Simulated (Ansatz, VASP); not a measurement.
## Two plane-wave programs on ZnO

```xyz
4
Lattice="3.2420 0.0000 0.0000 -1.6210 2.8076 0.0000 0.0000 0.0000 5.2276" Properties=species:S:1:pos:R:3 pbc="T T T"
Zn    0.0000    1.8718    0.0076
Zn    1.6210    0.9359    2.6214
O     0.0000    1.8718    1.9899
O     1.6210    0.9359    4.6037
```

Alike in both runs: task single point; functional PBE-based screened hybrid; k mesh 4 × 4 × 4; occupations gaussian, width 0.05 eV; no spin polarisation.

|  | VASP | Ansatz |
| --- | --- | --- |
| version | VASP 6.6.1 | Ansatz 0.2.0 |
| potentials or method | VASP PAW PBE potentials, release 64 (Zn, O), cutoff 520 eV | scalar-relativistic, plane waves, PAW |
| valence electrons in the cell | 36 | 36 |

```tsv
	VASP	Ansatz	Ansatz less VASP
gap on the k mesh at the Fermi level (eV)	2.84	2.87	+0.030
least direct gap on the mesh (eV)	2.84	2.87	+0.030
pressure (GPa)	1.6	0.5	-1.15
traceless stress, the component that is largest in VASP (GPa)	-0.23	-0.29	-0.069
rms of the force components (eV/Å)	0.006	0.007	+0.0008
```

VASP's potentials were made for PBE, not for PBE-based screened hybrid. Atom by atom the forces differ by 0.001 eV/Å (rms over components). The functional is the same, so the differences come from potentials, cutoffs and numerics. Ansatz's warnings: stress exchange threshold loose, stress scf threshold loose.

The k mesh is coarse, so the values compare programs but aren't converged.
